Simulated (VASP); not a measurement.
A run of VASP 6.6.1 is set up as follows.

File INCAR:

```
ALGO     = Normal         # electronic algorithm
EDIFF    = 1E-6           # SCF threshold, eV
ENCUT    = 520            # plane-wave cutoff, eV
GGA_COMPAT= False        
ISIF     = 2              # what is computed and relaxed
ISMEAR   = -1             # smearing method
LASPH    = True           # aspherical terms in the spheres
LCHARG   = False          # write CHGCAR
LREAL    = False          # projectors in reciprocal space
LWAVE    = False          # write WAVECAR
NBANDS   = 33             # bands
NELM     = 120            # most SCF steps
PREC     = Accurate       # precision mode
SIGMA    = 0.05           # smearing width, eV
```

File KPOINTS:

```
k-points
0
Gamma
  1 1 1
```

POSCAR

```
H9O4F
1.0
    5.3601080000      0.0000000000      0.0000000000
    0.0000000000      5.3601080000      0.0000000000
    0.0000000000      0.0000000000      5.3601080000
O H F
4 9 1
Direct
    0.0717895983      0.2083540108      0.1696980732
    0.8238080277      0.3018969021      0.8104874006
    0.4876021155      0.6828780316      0.7517385844
    0.4209616672      0.9418093815      1.1244549550
   -0.0089923561      0.2824010262      0.0151676048
    0.2463196637      0.1088410905      0.1314152625
    0.7017582482      0.1622168807      0.8112709669
    0.9703722388      0.3022886852      0.6750796812
    0.3343589346      0.5931596901      0.6866839250
    0.6385505665      0.5637946101      0.7795925007
    0.5073405237      0.8502440622      1.2543030849
    0.4477894848      0.8091814568      0.9560068566
    0.1410232779      0.3112623850      0.3353290643
    0.1856679007      0.3754028837      0.5491307265
```

Potentials or basis: VASP PAW LDA potentials, release 64 (O, H, F).

Launch:

```sh
$ cat potpaw_LDA.64/O/POTCAR potpaw_LDA.64/H/POTCAR potpaw_LDA.64/F/POTCAR > POTCAR
$ mpirun -np 1 vasp_gam > vasp.out
```

Q: What does it give for the pressure?

A: -0.5 GPa.

Q: Predict the largest force.

A: 2.302 eV/Å.

Stress tensor (GPa, compression positive):
```
-2.56 -1.14  1.24
-1.14 -0.66  0.29
 1.24  0.29  1.68
```

Caveat: the k points lie up to 1.17 Å⁻¹ apart.
